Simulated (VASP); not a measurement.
Crystal: ScInTeSe.

```
Sc In Te Se
1.0
     4.14932    0.00000    0.00000
    -2.07466    3.59342    0.00000
     0.00000    0.00000   15.31657
Sc In Te Se
2 2 2 2
Direct
  0.33333 0.66667 0.26155
  0.33333 0.66667 0.73845
  0.66667 0.33333 0.50000
  0.00000 0.00000 0.00000
  0.66667 0.33333 0.14994
  0.66667 0.33333 0.85006
  0.00000 0.00000 0.34947
  0.00000 0.00000 0.65053
```

```yaml
Program: VASP 6.6.1
Task: relaxation of cell and atoms
Functional: PBE
Potentials_or_basis: VASP PAW PBE potentials, release 64 (Sc_sv, In_d, Te, Se)
Cutoff: 600 eV
k_mesh: 12 × 12 × 2
Occupations: gaussian, width 0.1 eV
Spin: no spin polarisation
```

At the start: pressure 0.3 GPa; volume 28.55 Å³/atom.

Question: Where does the relaxation end?

Answer: Over 17 steps the energy falls by 10.8 meV/atom and the volume is 28.36 Å³/atom (-0.7 %); space group P-6m2 (No. 187, to 0.1 Å) before and after.

The path:
| step | energy change (eV) | largest force (eV/Å) | pressure (GPa) | volume (Å³) |
| --- | --- | --- | --- | --- |
| 1 | 0.0000 | 0.2864 | 0.28 | 228.37 |
| 2 | -0.0450 | 0.1877 | -0.22 | 229.99 |
| 3 | -0.0642 | 0.1488 | -0.82 | 231.96 |
| 4 | -0.0794 | 0.0619 | 0.04 | 226.83 |
| 5 | -0.0797 | 0.0602 | -0.07 | 227.44 |
| 6 | -0.0810 | 0.0606 | 0.01 | 227.13 |
| 7 | -0.0813 | 0.0743 | 0.18 | 226.43 |
| 8 | -0.0817 | 0.0618 | 0.12 | 226.72 |
| 9 | -0.0826 | 0.0534 | 0.03 | 227.08 |
| 10 | -0.0832 | 0.0417 | -0.18 | 228.05 |
| 11 | -0.0833 | 0.0385 | -0.14 | 227.80 |
| 12 | -0.0841 | 0.0340 | -0.10 | 227.59 |
| 13 | -0.0856 | 0.0343 | -0.01 | 226.95 |
| 14 | -0.0858 | 0.0339 | 0.03 | 226.71 |
| 15 | -0.0861 | 0.0234 | 0.00 | 226.87 |
| 16 | -0.0862 | 0.0189 | -0.03 | 227.05 |
| 17 | -0.0863 | 0.0076 | 0.02 | 226.87 |

Final structure:
```xyz
8
Lattice="4.0628 0.0000 0.0000 -2.0314 3.5185 0.0000 0.0000 0.0000 15.8708" Properties=species:S:1:pos:R:3 pbc="T T T"
Sc    0.0000    2.3456    4.1851
Sc    0.0000    2.3456   11.6857
In    2.0314    1.1728    7.9354
In    4.0628    0.0000    0.0000
Te    2.0314    1.1728    2.4117
Te    2.0314    1.1728   13.4591
Se    0.0000    0.0000    5.6346
Se    0.0000    0.0000   10.2362
```
